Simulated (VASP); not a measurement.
**PbS: single point with PBEsol**

Crystal: PbS.

```xyz
2
Lattice="0.0000 2.9494 2.9494 2.9494 0.0000 2.9494 2.9494 2.9494 0.0000" Properties=species:S:1:pos:R:3 pbc="T T T"
Pb    0.0000    0.0000    0.0000
S     2.9494    2.9494    2.9494
```

This cell differs from its parent crystal: strained.

* Program: VASP 6.6.1
* Task: single point
* Functional: PBEsol
* Potentials or basis: VASP PAW PBE potentials, release 64 (Pb_d, S)
* Cutoff: 520 eV
* k mesh: 10 × 10 × 10
* Occupations: gaussian, width 0.05 eV
* Spin: no spin polarisation

```json
{
 "Pressure": "0.1 GPa",
 "Band gap on the k mesh": "0.19 eV"
}
```

Levels at points of the mesh, in eV from the valence-band top:
```
           k point  band 8  band 9  band 10  band 11  band 12  band 13
(0.00, 0.00, 0.00)   -2.27   -2.27    -2.27     5.19     5.19     5.19
(0.50, 0.00, 0.00)   -1.86   -1.86     0.00     0.19     1.84     1.84
(0.50, 0.50, 0.00)   -5.42   -3.59    -3.59     3.63     5.56     5.69
```

Run time: 42 s on 1 thread of Intel Xeon 8259CL, on a shared host, peak memory 0.2 GiB.

Caveat: the cell differs from its parent crystal (strained); the PAW data sets were made with another functional, which shifts forces and pressure a little; spin-orbit coupling is left out, which moves the levels of the heavy elements. A k mesh can miss the band edges.
